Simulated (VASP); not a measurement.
Input of a VASP 6.6.1 run:

INCAR

```
PREC = Accurate ; ENCUT = 520
EDIFF = 1E-6 ; ISMEAR = 0
SIGMA = 0.1 ; LREAL = F
LASPH = T ; NELM = 150
ALGO = Normal ; ISIF = 2
LWAVE = F ; LCHARG = T
ISPIN = 2 ; MAGMOM = 0 0 0 0 1
LORBIT = 11 ; LMAXMIX = 4
GGA = PE ; LELF = T
LVHAR = T ; NBANDS = 27
```

The input KPOINTS:

```
regular mesh
0
Gamma
  4 4 6
```

File POSCAR:

```
Si4Ru
1.0
    5.2939735571      0.0000000000      0.0000000000
    0.0000000000      5.2939735571      0.0000000000
    0.0000000000      0.0000000000      2.7875496376
Si Ru
4 1
Direct
    0.2260030491      0.7739969509      0.5000000000
    0.7739969509      0.7739969509      0.5000000000
    0.2260030491      0.2260030491      0.5000000000
    0.7739969509      0.2260030491      0.5000000000
    0.5000000000      0.5000000000      0.0000000000
```

Potentials or basis: VASP PAW PBE potentials, release 64 (Si, Ru_pv).

Command:

```sh
$ cat potpaw_PBE.64/Si/POTCAR potpaw_PBE.64/Ru_pv/POTCAR > POTCAR
$ mpirun -np 1 vasp_std > vasp.out
```

Task: Estimate the band gap on the k mesh.

Result: Zero (filled and empty bands overlap).

Task: Predict the pressure.

Result: -0.2 GPa.

Forces on the atoms (eV/Å):
```
Si   0.020 -0.020  0.000
Si  -0.020 -0.020  0.000
Si   0.020  0.020  0.000
Si  -0.020  0.020  0.000
Ru   0.000  0.000  0.000
```

Caveat: the k points lie up to 0.38 Å⁻¹ apart.
